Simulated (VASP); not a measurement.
TePt:

```
Te Pt
1.0
     1.98582    1.14651    6.54800
    -1.98582    1.14651    6.54800
     0.00000   -2.29303    6.54800
Te Pt
2 2
Direct
  0.60052 0.60052 0.60052
  0.39948 0.39948 0.39948
  0.87071 0.87071 0.87071
  0.12929 0.12929 0.12929
```

- Program: VASP 6.6.1
- Task: relaxation of cell and atoms
- Functional: LDA
- Potentials or basis: VASP PAW LDA potentials, release 64 (Te, Pt)
- Cutoff: 600 eV
- k mesh: 12 × 12 × 12
- Occupations: gaussian, width 0.1 eV
- Spin: no spin polarisation

At the start: pressure -3.5 GPa; volume 22.36 Å³/atom.

Problem. How do energy, volume and symmetry change on relaxing?

Solution. Over 11 steps the energy falls by 7.8 meV/atom and the volume is 22.02 Å³/atom (-1.5 %); space group R-3m (No. 166, to 0.1 Å) before and after.

The path:
```csv
step,energy change (eV),largest force (eV/Å),pressure (GPa),volume (Å³)
1,0.0000,0.4158,-3.48,89.45
2,0.0857,0.6955,8.62,83.30
3,-0.0276,0.0971,0.07,87.34
4,-0.0276,0.0974,0.13,87.30
5,-0.0289,0.0727,0.12,87.42
6,-0.0303,0.0642,0.11,87.66
7,-0.0303,0.0652,0.11,87.71
8,-0.0310,0.0346,-0.13,88.05
9,-0.0310,0.0275,-0.18,88.14
10,-0.0305,0.0686,0.48,87.88
11,-0.0311,0.0045,0.00,88.07
```

Final structure:
```
CELL_PARAMETERS angstrom
1.96870 1.13663 6.55926
-1.96870 1.13663 6.55926
0.00000 -2.27326 6.55926
ATOMIC_POSITIONS crystal
Te 0.59911 0.59911 0.59911
Te 0.40089 0.40089 0.40089
Pt 0.87002 0.87002 0.87002
Pt 0.12998 0.12998 0.12998
```
